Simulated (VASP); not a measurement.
A run of VASP 6.6.1:

The input INCAR:

```
SYSTEM = Pd
PREC = Accurate ; ENCUT = 500
EDIFF = 1E-6 ; ISMEAR = -1
SIGMA = 0.1 ; LREAL = .FALSE.
LASPH = .TRUE. ; NELM = 120
ALGO = Normal ; ISIF = 2
LWAVE = .FALSE. ; LCHARG = .FALSE.
GGA = RP ; NBANDS = 17
GGA_COMPAT = .FALSE.
```

Contents of KPOINTS:

```
regular mesh
0
G
  15 15 8
  0 0 0
```

Contents of POSCAR:

```
Pd
1.0
    2.8040872761      0.0000000000      0.0000000000
   -1.4020436380      2.4284108155      0.0000000000
    0.0000000000      0.0000000000      4.6674471392
Pd
2
Direct
    0.3333333333      0.6666666667      0.2500000000
    0.6666666667      0.3333333333      0.7500000000
```

Potentials or basis: VASP PAW PBE potentials, release 64 (Pd).

Run with:

```bash
$ cat potpaw_PBE.64/Pd/POTCAR > POTCAR
$ mpirun -np 1 vasp_std > vasp.out
```

Hardware: 1 thread of Intel(R) Xeon(R) Platinum 8259CL CPU @ 2.50GHz (Skylake/Cascade Lake) (shared host).

Q: How long does it take, and how much memory?

A: Wall time 58 s on 1 thread of Intel(R) Xeon(R) Platinum 8259CL CPU @ 2.50GHz (Skylake/Cascade Lake) (shared host), peak memory 0.18 GiB. Counts: scf iterations 11, k points 135.
